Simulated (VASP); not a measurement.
# MgO (Cmcm) in VASP: notebook, part 2 of 2

VASP 6.6.1.

### Step 4. Single point, PBEsol (mode 5 frozen in at +0.098 Å, strain +e along z and -e/2 along x and y -0.0467)

Input file INCAR:

```
SYSTEM = MgO
PREC = Accurate
ENCUT = 520
EDIFF = 1E-7
ISMEAR = 0
SIGMA = 0.05
LREAL = .False.
LASPH = .True.
NELM = 80
ALGO = Normal
ISIF = 2
LWAVE = .False.
LCHARG = .True.
GGA = PS
LELF = .True.
LVHAR = .True.
NBANDS = 16
```

Input file KPOINTS:

```
Automatic mesh
0
Gamma
  9 9 6
  0 0 0
```

Input file POSCAR:

```
MgO
1.0
    3.5763691814      0.0000000000      0.0000000000
   -1.7881845907      3.0972265644      0.0000000000
    0.0000000000      0.0000000000      3.9988201221
Mg O
2 2
Direct
    0.6827906017      0.3655812035      0.7500000000
    0.3172093983      0.6344187965      0.2500000000
    0.6547947950      0.3095895900      0.2500000000
    0.3452052050      0.6904104100      0.7500000000
```

Started as:

```console
> cat potpaw_PBE.64/Mg/POTCAR potpaw_PBE.64/O/POTCAR > POTCAR
> mpirun -np 1 vasp_std > vasp.out
```

It took 54 s on 1 thread of Intel Xeon Platinum 8375C at 2.90GHz (Ice Lake), shared host; peak memory 0.2 GiB.

It converged, with:

| Item | Value |
| --- | --- |
| Free energy | -24.5686 eV |
| Pressure | 1.6 GPa |
| Largest force | 0.626 eV/Å |
| Band gap on the k mesh | 3.29 eV, direct |

Forces on the atoms (eV/Å):
```
Mg   0.000 -0.626  0.000
Mg   0.000  0.626  0.000
O    0.000  0.483  0.000
O    0.000 -0.483  0.000
```

Stress tensor (GPa, compression positive):
```
-2.56  0.00  0.00
 0.00 -4.14  0.00
 0.00  0.00 11.59
```

Levels at points of the mesh, in eV from the valence-band top:
| k point | band 4 | band 5 | band 6 | band 7 | band 8 | band 9 | band 10 | band 11 | band 12 | band 13 |
| --- | --- | --- | --- | --- | --- | --- | --- | --- | --- | --- |
| (0.00, 0.00, 0.00) | -1.84 | -1.70 | -0.84 | -0.47 | 0.00 | 3.29 | 9.61 | 11.65 | 12.51 | 12.53 |
| (0.00, 0.00, 0.50) | -2.41 | -1.27 | -1.27 | -1.18 | -1.18 | 6.40 | 6.40 | 12.26 | 12.26 | 12.41 |

Caveat: the cell differs from its parent crystal (mode 5 frozen in at +0.098 Å, strain +e along z and -e/2 along x and y -0.0467); the PAW data sets were made with another functional, which shifts forces and pressure a little.

### Step 5. Single point, PBEsol (mode 5 frozen in at +0.098 Å, strain +e along z and -e/2 along x and y +0.0000)

Input file INCAR:

```
SYSTEM = MgO
PREC = Accurate
ENCUT = 520
EDIFF = 1E-7
ISMEAR = 0
SIGMA = 0.05
LREAL = .FALSE.
LASPH = .TRUE.
NELM = 100
ALGO = Normal
ISIF = 2
LWAVE = .FALSE.
LCHARG = .TRUE.
GGA = PS
LELF = .TRUE.
LVHAR = .TRUE.
NBANDS = 16
```

Input file KPOINTS:

```
regular mesh
0
G
  9 9 6
  0 0 0
```

Input file POSCAR:

```
MgO
1.0
    3.4947663863      0.0000000000      0.0000000000
   -1.7473831932      3.0265564708      0.0000000000
    0.0000000000      0.0000000000      4.1947132299
Mg O
2 2
Direct
    0.6827906017      0.3655812035      0.7500000000
    0.3172093983      0.6344187965      0.2500000000
    0.6547947950      0.3095895900      0.2500000000
    0.3452052050      0.6904104100      0.7500000000
```

Potentials or basis: VASP PAW PBE potentials, release 64 (Mg, O).

Started as:

```console
> cat potpaw_PBE.64/Mg/POTCAR potpaw_PBE.64/O/POTCAR > POTCAR
> mpirun -np 1 vasp_std > vasp.out
```

OUTCAR:

```text
SYSTEM = MgO
   PREC = Accurate
   ENCUT = 520
   EDIFF = 1E-7
   ISMEAR = 0
   LREAL = .FALSE.
   LASPH = .TRUE.
   NELM = 100
   ISIF = 2
   GGA = PS

 ion  position               nearest neighbor table
   1  0.683  0.366  0.750-   4 2.00   4 2.00   4 2.04   3 2.10   3 2.10   2 2.85   2 2.85   2 2.85
                             2 2.85   2 3.05   2 3.05
   2  0.317  0.634  0.250-   3 2.00   3 2.00   3 2.04   4 2.10   4 2.10   1 2.85   1 2.85   1 2.85
                             1 2.85   1 3.05   1 3.05
   3  0.655  0.310  0.250-   2 2.00   2 2.00   2 2.04   1 2.10   1 2.10
   4  0.345  0.690  0.750-   1 2.00   1 2.00   1 2.04   2 2.10   2 2.10

  LATTYP: Found a hexagonal cell.
 ALAT       =     3.4947663863
 C/A-ratio  =     1.2002843012

  Lattice vectors:

 A1 = (   3.4947663863,   0.0000000000,   0.0000000000)
 A2 = (  -1.7473831932,   3.0265564708,   0.0000000000)
 A3 = (   0.0000000000,   0.0000000000,   4.1947132299)

Analysis of symmetry for initial positions (statically):
=====================================================================
 Subroutine PRICEL returns:
 Original cell was already a primitive cell.

 Routine SETGRP: Setting up the symmetry group for a
 hexagonal supercell.

 Subroutine GETGRP returns: Found  8 space group operations
 (whereof  4 operations were pure point group operations)
 out of a pool of 24 trial point group operations.

The static configuration has the point symmetry C_2h.
 The point group associated with its full space group is D_2h.

Analysis of symmetry for dynamics (positions and initial velocities):
=====================================================================
 Subroutine PRICEL returns:
 Original cell was already a primitive cell.

 Routine SETGRP: Setting up the symmetry group for a
 hexagonal supercell.

 Subroutine GETGRP returns: Found  8 space group operations
 (whereof  4 operations were pure point group operations)
 out of a pool of 24 trial point group operations.

[... 121 lines left out ...]
   EFERMI_NEDOS =   21; number of points for ismear=-14 and -15
   IALGO  =     38    algorithm
   IMIX   =      4    mixing-type and parameters
     AMIX     =   0.40;   BMIX     =  1.00
     AMIX_MAG =   1.60;   BMIX_MAG =  1.00
  volume/ion in A,a.u.               =      11.09        74.85
  Fermi-wavevector in a.u.,A,eV,Ry     =   1.165266  2.202034 18.474602  1.357845
  Thomas-Fermi vector in A             =   2.301794
   LORBIT       =      0    0 simple, 1 ext, 2 COOP (PROOUT), +10 PAW based schemes
   GGA     = PS    functional components
   LHFCALC =     F    Hartree Fock is set to
   AEXX    =    0.0000 exact exchange contribution
   IVDW    =     0    specifies the selected vdW correction
   LEPSILON=     F    determine dielectric tensor
   LRPA    =     F    only Hartree local field effects (RPA)
 non-spin polarized calculation
 Gauss-broadening in eV      SIGMA  =   0.05
  energy-cutoff  :      520.00
  volume of cell :       44.37
 maximum number of plane-waves:      1228
 NGX is ok and might be reduce to    28
   NGX = 13   NGY = 13   NGZ = 15

 number of electron      15.9999996 magnetization

 Free energy of the ion-electron system (eV)
  ---------------------------------------------------
  ext. energy  EPLUGINS =         0.00000000
  ---------------------------------------------------
  free energy    TOTEN  =       -24.66647945 eV

  energy without entropy =      -24.66647945  energy(sigma->0) =      -24.66647945

 E-fermi :   2.1003     XC(G=0): -10.2777

 val. band max:        1.8648482899   @ k =   0.0000   0.0000   0.0000
 cond. band min:       5.0696468095   @ k =   0.0000   0.0000   0.0000
 fundamental gap:      3.2047985196
 Fermi energy:         2.1003284650

 k-point     1 :       0.0000    0.0000    0.0000
  band No.  band energies     occupation
      1     -14.9930      2.00000
      2     -13.5776      2.00000
      3      -1.8224      2.00000
      4       0.0491      2.00000
      5       0.1672      2.00000
      6       0.8678      2.00000
[... 433 lines left out ...]
      3      -1.8147      2.00000
      4      -0.5579      2.00000
      5      -0.4774      2.00000
      6      -0.0891      2.00000
[... 8 lines left out ...]
     15      16.5832      0.00000
     16      16.8914      0.00000

 [... further k-points ...]
[... 5 lines left out ...]
  --------------------------------------------------------------------------------------
  -------------------------------------------------------------------------------------
  Total        0.1674593     -0.5045722      0.0353943      0.0000000      0.0000000      0.0000000
  in kB        6.0471491    -18.2206847      1.2781276      0.0000000      0.0000000      0.0000000
  external PRESSURE =      -3.6318027 kB  Pullay stress =       0.0000000 kB

 VOLUME and BASIS-vectors are now :
 -----------------------------------------------------------------------------
  energy-cutoff  :      520.00
  volume of cell :       44.37
      direct lattice vectors                 reciprocal lattice vectors
     3.494766386  0.000000000  0.000000000     0.286142159  0.165204253  0.000000000
    -1.747383193  3.026556471  0.000000000     0.000000000  0.330408505  0.000000000
     0.000000000  0.000000000  4.194713230     0.000000000  0.000000000  0.238395319

 POSITION                                       TOTAL-FORCE (eV/Angst)
 -----------------------------------------------------------------------------------
      1.74738      1.10645      3.14603         0.000000     -0.646649     -0.000000
      0.00000      1.92010      1.04868        -0.000000      0.646649      0.000000
      1.74738      0.93699      1.04868        -0.000000      0.377218     -0.000000
     -0.00000      2.08957      3.14603         0.000000     -0.377218     -0.000000
 -----------------------------------------------------------------------------------
    total drift:                               -0.000000      0.000000     -0.000000

  FREE ENERGIE OF THE ION-ELECTRON SYSTEM (eV)
  ---------------------------------------------------
  free  energy   TOTEN  =       -24.6664794501 eV

  energy  without entropy=      -24.6664794501  energy(sigma->0) =      -24.66647945
```

stdout:

```text
POSCAR found type information on POSCAR MgO
 POSCAR found :  2 types and       4 ions
 scaLAPACK will be used
 -----------------------------------------------------------------------------
|                                                                             |
|                                                                             |
|     You enforced a specific xc type in the INCAR file but a different       |
|     I HOPE YOU KNOW WHAT YOU ARE DOING!                                     |
|                                                                             |
 -----------------------------------------------------------------------------

 LDA part: xc-table for (Slater+PW92), standard interpolation
 POSCAR, INCAR and KPOINTS ok, starting setup
 FFT: planning ... GRIDC
 FFT: planning ... GRID_SOFT
 FFT: planning ... GRID
 WAVECAR not read
 entering main loop
```

It took 59 s on 1 thread of Intel Xeon Platinum 8375C at 2.90GHz (Ice Lake), shared host; peak memory 0.21 GiB.

What came out:

* Free energy: -24.6665 eV
* Pressure: -0.4 GPa
* Largest force: 0.647 eV/Å
* Band gap on the k mesh: 3.20 eV, direct

Forces on the atoms (eV/Å):
```
Mg   0.000 -0.647  0.000
Mg   0.000  0.647  0.000
O    0.000  0.377  0.000
O    0.000 -0.377  0.000
```

Caveat: the cell differs from its parent crystal (mode 5 frozen in at +0.098 Å, strain +e along z and -e/2 along x and y +0.0000); the PAW data sets were made with another functional, which shifts forces and pressure a little.
